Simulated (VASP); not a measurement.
A run of VASP 6.6.1 is set up as follows.

The input POSCAR:

```
BN
1.0
    0.0000000000      1.8048254535      1.8048254535
    1.8048254535      0.0000000000      1.8048254535
    1.8048254535      1.8048254535      0.0000000000
B N
1 1
Direct
    0.0000000000      0.0000000000      0.0000000000
    0.2500000000      0.2500000000      0.2500000000
```

Contents of INCAR.step1:

```
SYSTEM = BN
ALGO = Normal
EDIFF = 1E-5
ENCUT = 1460
GGA = PE
GGA_COMPAT = .False.
ISMEAR = 0
LASPH = .True.
LCHARG = .False.
LREAL = .False.
LWAVE = .True.
NBANDS = 11
NELM = 120
PREC = Accurate
SIGMA = 0.01
```

The input INCAR.step2:

```
SYSTEM = BN
ALGO = Normal
EDIFF = 1E-6
ENCUT = 1460
GGA_COMPAT = .False.
ISIF = 2
ISMEAR = 0
ISTART = 1
LASPH = .True.
LCHARG = .False.
LMIXTAU = .True.
LREAL = .False.
LWAVE = .False.
METAGGA = R2SCAN
NBANDS = 11
NELM = 120
PREC = Accurate
SIGMA = 0.01
```

File KPOINTS:

```
k-points
0
Gamma
  12 12 12
  0 0 0
```

Potentials or basis: VASP PAW PBE potentials, release 64 (B_h, N_h).

Run with:

```sh
$ cat potpaw_PBE.64/B_h/POTCAR potpaw_PBE.64/N_h/POTCAR > POTCAR
$ cp INCAR.step1 INCAR
$ mpirun -np 1 vasp_std > vasp.out
$ cp INCAR.step2 INCAR
$ mpirun -np 1 vasp_std > vasp.out
```

Problem. Predict the pressure.

Solution. -0.4 GPa.

Problem. Predict the band gap on the k mesh.

Solution. 5.00 eV (least direct gap 9.57 eV).

Caveat: the PAW data sets were made with another functional, which shifts forces and pressure a little. A k mesh can miss the band edges.
